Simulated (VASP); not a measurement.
Runs of VASP 6.6.1 on TePb (CsCl type). The structure is that of space group Pm-3m (No. 221), or close to it. The cells are those of the table. 

| cell | gap on the mesh (eV) | pressure (GPa) |
| --- | --- | --- |
| a = 3.829 Å, 2 atoms | none | (a) |
| a = 3.710 Å, 2 atoms | none | 14.6 |
| a = 3.582 Å, 2 atoms | none | 27.4 |
| a = 3.274 Å, 2 atoms | none | 95.5 |

Alike in all rows: task single point; level PBE; potentials or basis VASP PAW PBE potentials, release 64 (Pb_d, Te); no spin polarisation; k mesh 11 × 11 × 11; cutoff (eV) 520; smearing fermi-dirac 0.1 eV.

Question: Estimate the missing entries.

Answer: (a) 6.8.

Caveats: spin-orbit coupling is left out, which moves the levels of the heavy elements.

A k mesh can miss the band edges, and the runs leave out spin-orbit coupling on Pb, Te.

A gap of «none» marks levels without a gap at the run's occupations.
